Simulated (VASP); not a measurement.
# Ca2TaO4 (Cmce) in VASP: single point with PBE

Aim: the single point of Ca2TaO4 with PBE.

All numbers are computed with VASP 6.6.1; they aren't measurements. Logs are shortened: lines on timing, memory, paths and dates and some standing lists are left out, and cuts for length are marked.

**1. The cell of the first run**

The structure is orthorhombic, space group Cmce (No. 64). Conventional cell: a = 5.514 Å, b = 11.799 Å, c = 5.847 Å, α = 90.00°, β = 90.00°, γ = 90.00°. Ca (site symmetry m) has 8 O at 2.23 to 2.80 Å within 3.0 Å. Within 2.7 Å of Ta (site symmetry 2/m) lie 6 O at 2.03 to 2.05 Å. Within 3.0 Å of O (site symmetry 2) lie 2 Ta at 2.03 Å and 4 Ca at 2.57 to 2.80 Å and 8 O at 2.76 to 2.98 Å. O (site symmetry m) has 1 Ta at 2.05 Å and 4 Ca at 2.23 to 2.79 Å and 4 O at 2.86 to 2.91 Å within 3.0 Å.

**2. Single point, PBE, collinear spin**

Input file INCAR:

```
SYSTEM = Ca2TaO4
PREC = Accurate
ENCUT = 600
EDIFF = 1E-6
ISMEAR = 0
SIGMA = 0.1
LREAL = .False.
LASPH = .True.
NELM = 200
ALGO = Normal
ISIF = 2
LWAVE = .False.
LCHARG = .True.
ISPIN = 2
MAGMOM = 0 0 0 0 1 1 0 0 0 0 0 0 0 0
LORBIT = 11
LMAXMIX = 4
GGA = PE
LVHAR = .True.
NBANDS = 72
GGA_COMPAT = .False.
KPAR = 4
```

Input file KPOINTS:

```
regular mesh
0
Gamma
  4 4 4
  0 0 0
```

Input file POSCAR:

```
Ca2TaO4
1.0
    2.7570407372     -5.8997337180      0.0000000000
    2.7570407372      5.8997337180      0.0000000000
    0.0000000000      0.0000000000      5.8469843589
Ca Ta O
4 2 8
Direct
    0.6486052009      0.3513947991      0.0249686016
    0.8513947991      0.1486052009      0.5249686016
    0.3513947991      0.6486052009      0.9750313984
    0.1486052009      0.8513947991      0.4750313984
    0.5000000000      0.5000000000      0.5000000000
    0.0000000000      0.0000000000      0.0000000000
    0.2246564446      0.2753435554      0.2500000000
    0.7246564446      0.7753435554      0.2500000000
    0.2753435554      0.2246564446      0.7500000000
    0.7753435554      0.7246564446      0.7500000000
    0.8307498500      0.1692501500      0.9204333911
    0.6692501500      0.3307498500      0.4204333911
    0.1692501500      0.8307498500      0.0795666089
    0.3307498500      0.6692501500      0.5795666089
```

Potentials or basis: VASP PAW PBE potentials, release 64 (Ca_sv, Ta_pv, O).

On the command line:

```console
cat potpaw_PBE.64/Ca_sv/POTCAR potpaw_PBE.64/Ta_pv/POTCAR potpaw_PBE.64/O/POTCAR > POTCAR
mpirun -np 4 vasp_std > vasp.out
```

OUTCAR:

```text
SYSTEM = Ca2TaO4
   PREC = Accurate
   ENCUT = 600
   EDIFF = 1E-6
   ISMEAR = 0
   LREAL = .False.
   LASPH = .True.
   NELM = 200
   ISIF = 2
   ISPIN = 2
   LORBIT = 11
   GGA = PE

 ion  position               nearest neighbor table
   1  0.649  0.351  0.025-  11 2.23  12 2.33   9 2.57  10 2.57   6 3.27   6 3.27   5 3.28
   2  0.851  0.149  0.525-  12 2.23  11 2.33   7 2.57   8 2.57   5 3.27   5 3.27   6 3.28
   3  0.351  0.649  0.975-  13 2.23  14 2.33   7 2.57   8 2.57   6 3.27   6 3.27   5 3.28
   4  0.149  0.851  0.475-  14 2.23  13 2.33   9 2.57  10 2.57   5 3.27   5 3.27   6 3.28
   5  0.500  0.500  0.500-   7 2.03   8 2.03   9 2.03  10 2.03  12 2.05  14 2.05   4 3.27   2 3.27
                             4 3.27   2 3.27   1 3.28   3 3.28
   6  0.000  0.000  0.000-   7 2.03   8 2.03   9 2.03  10 2.03  11 2.05  13 2.05   1 3.27   3 3.27
                             1 3.27   3 3.27   2 3.28   4 3.28
   7  0.225  0.275  0.250-   5 2.03   6 2.03   2 2.57   3 2.57
   8  0.725  0.775  0.250-   5 2.03   6 2.03   2 2.57   3 2.57
   9  0.275  0.225  0.750-   5 2.03   6 2.03   1 2.57   4 2.57
  10  0.775  0.725  0.750-   5 2.03   6 2.03   1 2.57   4 2.57
  11  0.831  0.169  0.920-   6 2.05   1 2.23   2 2.33
  12  0.669  0.331  0.420-   5 2.05   2 2.23   1 2.33
  13  0.169  0.831  0.080-   6 2.05   3 2.23   4 2.33
  14  0.331  0.669  0.580-   5 2.05   4 2.23   3 2.33

  LATTYP: Found a base centered orthorhombic cell.
 ALAT       =     5.5140814744
 B/A-ratio  =     2.1398790516
 C/A-ratio  =     1.0603732255

  Lattice vectors:

 A1 = (   2.7570407372,  -5.8997337180,   0.0000000000)
 A2 = (   2.7570407372,   5.8997337180,   0.0000000000)
 A3 = (   0.0000000000,   0.0000000000,   5.8469843589)

Analysis of symmetry for initial positions (statically):
=====================================================================
 Subroutine PRICEL returns:
 Original cell was already a primitive cell.

 Routine SETGRP: Setting up the symmetry group for a
 base centered orthorhombic supercell.

 Subroutine GETGRP returns: Found  8 space group operations
 (whereof  4 operations were pure point group operations)
 out of a pool of  8 trial point group operations.

The static configuration has the point symmetry C_2h.
 The point group associated with its full space group is D_2h.

Analysis of symmetry for dynamics (positions and initial velocities):
=====================================================================
 Subroutine PRICEL returns:
 Original cell was already a primitive cell.

 Routine SETGRP: Setting up the symmetry group for a
 base centered orthorhombic supercell.

 Subroutine GETGRP returns: Found  8 space group operations
 (whereof  4 operations were pure point group operations)
 out of a pool of  8 trial point group operations.

The dynamic configuration has the point symmetry C_2h.
 The point group associated with its full space group is D_2h.

Analysis of structural, dynamic, and magnetic symmetry:
=====================================================================
 Subroutine PRICEL returns:
 Original cell was already a primitive cell.

 Routine SETGRP: Setting up the symmetry group for a
 base centered orthorhombic supercell.

 Subroutine GETGRP returns: Found  8 space group operations
 (whereof  4 operations were pure point group operations)
 out of a pool of  8 trial point group operations.

The overall configuration has the point symmetry C_2h.
 The point group associated with its full space group is D_2h.

 Subroutine INISYM returns: Found  8 space group operations
 (whereof  4 operations are pure point group operations),
 and found     1 'primitive' translations

----------------------------------------------------------------------------------------

                                     Primitive cell

  volume of cell :     190.2118

  direct lattice vectors                    reciprocal lattice vectors
     2.757040737 -5.899733718  0.000000000     0.181353867 -0.084749588  0.000000000
     2.757040737  5.899733718  0.000000000     0.181353867  0.084749588  0.000000000
     0.000000000  0.000000000  5.846984359     0.000000000  0.000000000  0.171028335

  length of vectors
     6.512152606  6.512152606  5.846984359     0.200179214  0.200179214  0.171028335

  position of ions in fractional coordinates (direct lattice)
     0.648605201  0.351394799  0.024968602
     0.851394799  0.148605201  0.524968602
     0.351394799  0.648605201  0.975031398
[... 105 lines left out ...]
   TEBEG  =    0.0;   TEEND  =   0.0 temperature during run
   PSTRESS=    0.0 pullay stress
   NELECT =     110.0000    total number of electrons
   NUPDOWN=      -1.0000    fix difference up-down
   EMIN   =  10.00;   EMAX   =-10.00  energy-range for DOS
   EFERMI =   0.00;   METHOD = LEGACY
   ISMEAR =     0;   SIGMA  =   0.10  broadening in eV -4-tet -1-fermi 0-gaus
   EFERMI_NEDOS =   21; number of points for ismear=-14 and -15
   IALGO  =     38    algorithm
   IMIX   =      4    mixing-type and parameters
     AMIX     =   0.40;   BMIX     =  1.00
     AMIX_MAG =   1.60;   BMIX_MAG =  1.00
  volume/ion in A,a.u.               =      13.59        91.69
  Fermi-wavevector in a.u.,A,eV,Ry     =   1.363934  2.577461 25.311119  1.860315
  Thomas-Fermi vector in A             =   2.490293
   LORBIT       =     11    0 simple, 1 ext, 2 COOP (PROOUT), +10 PAW based schemes
   GGA     = PE    functional components
   LHFCALC =     F    Hartree Fock is set to
   AEXX    =    0.0000 exact exchange contribution
   IVDW    =     0    specifies the selected vdW correction
   LEPSILON=     F    determine dielectric tensor
   LRPA    =     F    only Hartree local field effects (RPA)
 spin polarized calculation
 Gauss-broadening in eV      SIGMA  =   0.10
  energy-cutoff  :      600.00
  volume of cell :      190.21
 maximum number of plane-waves:      6372
 NGX is ok and might be reduce to    54
   NGX = 25   NGY = 25   NGZ = 23

 number of electron     109.9999990 magnetization       0.6581372

 Free energy of the ion-electron system (eV)
  ---------------------------------------------------
  ext. energy  EPLUGINS =         0.00000000
  ---------------------------------------------------
  free energy    TOTEN  =      -110.51097702 eV

  energy without entropy =     -110.48672828  energy(sigma->0) =     -110.49885265

 E-fermi :   6.4040     XC(G=0): -10.5589

 val. band max:        6.4032912315   @ k =   0.5000   0.2500   0.2500
 cond. band min:       6.4193140272   @ k =  -0.2500   0.2500   0.2500
 fundamental gap:      0.0160227957
 Fermi energy:         6.4040298793

 spin component 1

 k-point     1 :       0.0000    0.0000    0.0000
  band No.  band energies     occupation
      1     -35.8273      1.00000
      2     -35.8056      1.00000
      3     -35.7934      1.00000
      4     -35.7933      1.00000
      5     -30.5937      1.00000
      6     -30.5688      1.00000
[... 1459 lines left out ...]
     66       8.8094      0.00000
     67       8.9950      0.00000
 Fermi energy:         6.4040298793

 spin component 2

 k-point     1 :       0.0000    0.0000    0.0000
  band No.  band energies     occupation
      1     -35.8175      1.00000
      2     -35.7958      1.00000
      3     -35.7837      1.00000
      4     -35.7835      1.00000
      5     -30.4818      1.00000
      6     -30.3937      1.00000
[... 1459 lines left out ...]
     66       8.8207      0.00000
     67       9.0188      0.00000
 [bands above 67 left out]

------------------------ aborting loop because EDIFF is reached ----------------------------------------

  FORCE on cell =-STRESS in cart. coord.  units (eV):
  Direction    XX          YY          ZZ          XY          YZ          ZX
  --------------------------------------------------------------------------------------
  -------------------------------------------------------------------------------------
  Total        0.7911650     -0.1267892      1.6333245      0.0000000     -0.0000000      0.0000000
  in kB        6.6640784     -1.0679611     13.7576902      0.0000000     -0.0000000      0.0000000
  external PRESSURE =       6.4512692 kB  Pullay stress =       0.0000000 kB

 VOLUME and BASIS-vectors are now :
 -----------------------------------------------------------------------------
  energy-cutoff  :      600.00
  volume of cell :      190.21
      direct lattice vectors                 reciprocal lattice vectors
     2.757040737 -5.899733718  0.000000000     0.181353867 -0.084749588  0.000000000
     2.757040737  5.899733718  0.000000000     0.181353867  0.084749588  0.000000000
     0.000000000  0.000000000  5.846984359     0.000000000  0.000000000  0.171028335

 POSITION                                       TOTAL-FORCE (eV/Angst)
 -----------------------------------------------------------------------------------
      2.75704     -1.75346      0.14599        -0.000000      0.052048     -0.041184
      2.75704     -4.14627      3.06948        -0.000000     -0.052048     -0.041184
      2.75704      1.75346      5.70099        -0.000000     -0.052048      0.041184
      2.75704      4.14627      2.77750        -0.000000      0.052048      0.041184
      2.75704      0.00000      2.92349        -0.000000      0.000000      0.000000
      0.00000      0.00000      0.00000         0.000000      0.000000      0.000000
      1.37852      0.29904      1.46175        -0.000000      0.057650      0.000000
      4.13556      0.29904      1.46175        -0.000000      0.057650      0.000000
      1.37852     -0.29904      4.38524        -0.000000     -0.057650      0.000000
      4.13556     -0.29904      4.38524        -0.000000     -0.057650      0.000000
      2.75704     -3.90267      5.38176        -0.000000     -0.012222      0.048305
      2.75704     -1.99706      2.45827        -0.000000      0.012222      0.048305
      2.75704      3.90267      0.46522        -0.000000      0.012222     -0.048305
      2.75704      1.99706      3.38872        -0.000000     -0.012222     -0.048305
 -----------------------------------------------------------------------------------
    total drift:                                0.000000      0.000000      0.000000

  FREE ENERGIE OF THE ION-ELECTRON SYSTEM (eV)
  ---------------------------------------------------
  free  energy   TOTEN  =      -110.5109770170 eV

  energy  without entropy=     -110.4867282782  energy(sigma->0) =     -110.49885265

 total charge

# of ion       s       p       d       tot
------------------------------------------
    1        2.028   5.859   0.278   8.165
    2        2.028   5.859   0.278   8.165
    3        2.028   5.859   0.278   8.165
    4        2.028   5.859   0.278   8.165
    5        0.320   6.298   2.262   8.880
    6        0.320   6.298   2.262   8.880
    7        1.554   3.511   0.000   5.065
    8        1.554   3.511   0.000   5.065
    9        1.554   3.511   0.000   5.065
   10        1.554   3.511   0.000   5.065
   11        1.553   3.467   0.000   5.021
   12        1.553   3.467   0.000   5.021
   13        1.553   3.467   0.000   5.021
   14        1.553   3.467   0.000   5.021
--------------------------------------------------
tot         21.180  63.944   5.635  90.760

 magnetization (x)

# of ion       s       p       d       tot
------------------------------------------
    1        0.000   0.000   0.011   0.011
    2        0.000   0.000   0.011   0.011
    3        0.000   0.000   0.011   0.011
    4        0.000   0.000   0.011   0.011
    5        0.003   0.002   0.208   0.213
    6        0.003   0.002   0.208   0.213
    7       -0.000  -0.006   0.000  -0.006
    8       -0.000  -0.006   0.000  -0.006
    9       -0.000  -0.006   0.000  -0.006
   10       -0.000  -0.006   0.000  -0.006
   11        0.000   0.012   0.000   0.012
   12        0.000   0.012   0.000   0.012
   13        0.000   0.012   0.000   0.012
   14        0.000   0.012   0.000   0.012
--------------------------------------------------
tot          0.005   0.029   0.458   0.493
```

It took 4.2 min on 4 MPI ranks of Intel Xeon Platinum 8488C (Sapphire Rapids), shared host; peak memory 0.83 GiB.

Results:

```yaml
Free_energy: -110.5110 eV
Pressure: 0.6 GPa
Largest_force: 0.066 eV/Å
Net_moment: 0.66 μB per cell
Site_moments: Ca +0.01; Ta +0.21; O -0.01, +0.01 (each value once) μB
Valence_electrons_inside_the_program's_atomic_spheres: Ca 8.16; Ta 8.88; O 5.07, 5.02 (each value once)
```

Forces in eV/Å, atoms in the order of the input:
```
Ca   0.000  0.052 -0.041
Ca   0.000 -0.052 -0.041
Ca   0.000 -0.052  0.041
Ca   0.000  0.052  0.041
Ta   0.000  0.000  0.000
Ta   0.000  0.000  0.000
O    0.000  0.058  0.000
O    0.000  0.058  0.000
O    0.000 -0.058  0.000
O    0.000 -0.058  0.000
O    0.000 -0.012  0.048
O    0.000  0.012  0.048
O    0.000  0.012 -0.048
O    0.000 -0.012 -0.048
```

Caveat: spin-orbit coupling is left out, which moves the levels of the heavy elements.
